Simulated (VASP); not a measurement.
A run of VASP 6.6.1 is set up as follows.

INCAR

```
PREC = Accurate ; ENCUT = 500
EDIFF = 1E-6 ; ISMEAR = -1
SIGMA = 0.05 ; LREAL = Auto
LASPH = T ; NELM = 120
ALGO = Normal ; ISIF = 2
LWAVE = F ; LCHARG = F
GGA = PS ; NBANDS = 116
ISYM = -1 ; GGA_COMPAT = F
```

File KPOINTS:

```
explicit points
1
Reciprocal
  0.25000000   0.25000000   0.25000000 1
```

Contents of POSCAR:

```
Al5In3As8
1.0
   11.4128150000      0.0000000000      0.0000000000
    0.0000000000     11.4128150000      0.0000000000
    0.0000000000      0.0000000000      5.8228650000
Al In As
10 6 16
Direct
    0.0052310000      0.0018580000      0.9996820000
    0.0031810000      0.5017810000      0.0021030000
    0.4982560000      0.4986100000      0.9929260000
    0.2494390000      0.2508830000      0.0074200000
    0.7533950000      0.7482840000      0.0045610000
    0.2562420000      0.0035720000      0.4946150000
    0.7522280000      0.5026330000      0.5040200000
    0.0060370000      0.2534990000      0.4999720000
    0.4967810000      0.2450660000      0.5020540000
    0.5009550000      0.7533070000      0.5006470000
    0.5019930000      0.9956240000      0.9937030000
    0.2476840000      0.7448820000      0.0050040000
    0.7531700000      0.2501080000      0.0077560000
    0.2564900000      0.5034780000      0.4829100000
    0.7465370000      0.0065290000      0.4919020000
    0.9949890000      0.7492710000      0.4988460000
    0.1252560000      0.1275590000      0.2387740000
    0.1240140000      0.6192810000      0.2526580000
    0.6209790000      0.1297320000      0.2546010000
    0.6167160000      0.6262200000      0.2414770000
    0.3774310000      0.3743840000      0.2504850000
    0.3730910000      0.8821690000      0.2560130000
    0.8823890000      0.3710490000      0.2502530000
    0.8746380000      0.8705150000      0.2563980000
    0.3786380000      0.1249150000      0.7511530000
    0.3712490000      0.6256830000      0.7508140000
    0.8798810000      0.1232830000      0.7483260000
    0.8745230000      0.6256210000      0.7600610000
    0.1260410000      0.3753330000      0.7435240000
    0.1219170000      0.8739230000      0.7523560000
    0.6301120000      0.3768720000      0.7499040000
    0.6246630000      0.8723470000      0.7524400000
```

Potentials or basis: VASP PAW PBE potentials, release 64 (Al, In_d, As).

Command:

```console
$ cat potpaw_PBE.64/Al/POTCAR potpaw_PBE.64/In_d/POTCAR potpaw_PBE.64/As/POTCAR > POTCAR
$ mpirun -np 1 vasp_std > vasp.out
```

Problem. What does it give for the band gap on the k mesh?

Solution. 2.33 eV.

Problem. What does it give for the pressure?

Solution. 4.1 GPa.

Forces on the atoms (eV/Å):
```
Al  -0.580 -0.462 -0.037
Al  -0.186 -0.550 -0.308
Al   0.066 -0.090 -0.189
Al   0.218  0.239 -0.704
Al  -0.524  0.141  0.023
Al  -0.962  0.172  0.549
Al  -0.090 -0.089 -0.500
Al  -0.211 -0.512  0.099
Al   0.355  0.842  0.229
Al  -0.388 -0.128  0.034
In   0.028  0.457  0.576
In  -0.004  0.913  0.246
In   0.008 -0.172 -0.497
In  -0.319 -0.604  1.082
In   0.352 -0.718  0.612
In   0.795 -0.482  0.463
As   0.175 -0.222  0.840
As  -1.354  0.110 -0.742
As  -0.966  0.473 -0.119
As   0.673 -0.102  0.431
As   1.054 -1.173 -1.121
As   0.119 -1.047  0.939
As   0.423  1.541  1.008
As  -0.442  1.138 -2.171
As  -1.275  0.852 -0.448
As   2.079  0.021 -0.199
As   1.149  0.242  0.046
As  -0.582 -0.970  0.576
As  -0.068 -0.189  0.922
As   0.649  1.485 -0.331
As  -1.125  0.353 -0.835
As   0.932 -1.469 -0.471
```

Caveat: the cell stands under pressure; the PAW data sets were made with another functional, which shifts forces and pressure a little; spin-orbit coupling is left out, which moves the levels of the heavy elements; a shifted mesh leaves out Γ, where band edges can lie. A k mesh can miss the band edges.
